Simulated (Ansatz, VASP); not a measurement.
## Two plane-wave programs on CsI

```
Cs I
1.0
     4.56670    0.00000    0.00000
     0.00000    4.56670    0.00000
     0.00000    0.00000    4.56670
Cs I
1 1
Direct
  0.00000 0.00000 0.00000
  0.50000 0.50000 0.51000
```

Alike in both runs: task single point; functional PBE; k mesh 4 × 4 × 4; no spin polarisation.

```csv
,VASP,Ansatz
version,VASP 6.6.1,Ansatz 0.2.0
potentials or method,"VASP PAW PBE potentials, release 64 (Cs_sv, I)","plane waves, PAW"
plane-wave cutoff (eV),500,420
occupations,"gaussian, width 0.01 eV",fixed
valence electrons in the cell,16,26
```

```csv
,VASP,Ansatz,Ansatz less VASP
rms of the force components (eV/Å),0.021,0.020,-0.0004
```

Atom by atom the forces differ by 0.000 eV/Å (rms over components). VASP's potentials hold 16 valence electrons a cell and Ansatz's 26, so a difference there can come from the potentials and not from the codes.

Neither program's run includes spin-orbit coupling.
